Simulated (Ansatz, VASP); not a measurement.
**TiAl in VASP and in Ansatz**

File INCAR:

```
PREC = Accurate ; ENCUT = 520
EDIFF = 1E-6 ; ISMEAR = 0
SIGMA = 0.15 ; LREAL = F
LASPH = T ; NELM = 100
ALGO = Fast ; ISIF = 2
LWAVE = F ; LCHARG = F
NBANDS = 14
```

File KPOINTS:

```
regular mesh
0
Gamma
  16 16 16
```

Contents of POSCAR:

```
TiAl
1.0
    3.3062265600      0.0000000000      0.0000000000
    0.0000000000      3.3062265600      0.0000000000
    0.0000000000      0.0000000000      3.0519014400
Ti Al
1 1
Direct
    0.0000000000      0.0000000000      0.0000000000
    0.5000000000      0.5000000000      0.5000000000
```

Input for Ansatz:

```yaml
crystal:
  lattice:
    - [3.30622656, 0.0, 0.0]
    - [0.0, 3.30622656, 0.0]
    - [0.0, 0.0, 3.05190144]
  atoms:
    - { symbol: Ti, position: [0.0, 0.0, 0.0] }
    - { symbol: Al, position: [0.5, 0.5, 0.5] }
basis:
  ecutwfc: 420
kpoints:
  mp_grid: { grid: [16, 16, 16] }
hamiltonian:
  xc: lda
scf:
  occupations: { method: gaussian, width: 0.15 }
output:
  forces: true
  stress: true
  eigenvalues: true
```

Change from the starting cell: strain +0.040 along x and y, -0.040 along z, atoms carried along.

Alike in both runs: task single point; functional LDA; k mesh 16 × 16 × 16; occupations gaussian, width 0.15 eV; no spin polarisation.

```csv
,VASP,Ansatz
version,VASP 6.6.1,Ansatz 0.2.0
potentials or method,"VASP PAW LDA potentials, release 64 (Ti_sv, Al), cutoff 520 eV","scalar-relativistic, plane waves, PAW"
valence electrons in the cell,15,15
```

```tsv
	VASP	Ansatz	Ansatz less VASP
gap on the k mesh at the Fermi level (eV)	none	none	-
pressure (GPa)	-9.0	-9.2	-0.12
traceless stress, the component that is largest in VASP (GPa)	-1.55	-1.54	+0.006
```

LDA's correlation is that of Perdew and Zunger in VASP and of Perdew and Wang (1992) in Ansatz. A gap of «none» marks a metal or a gap that the smearing closes.
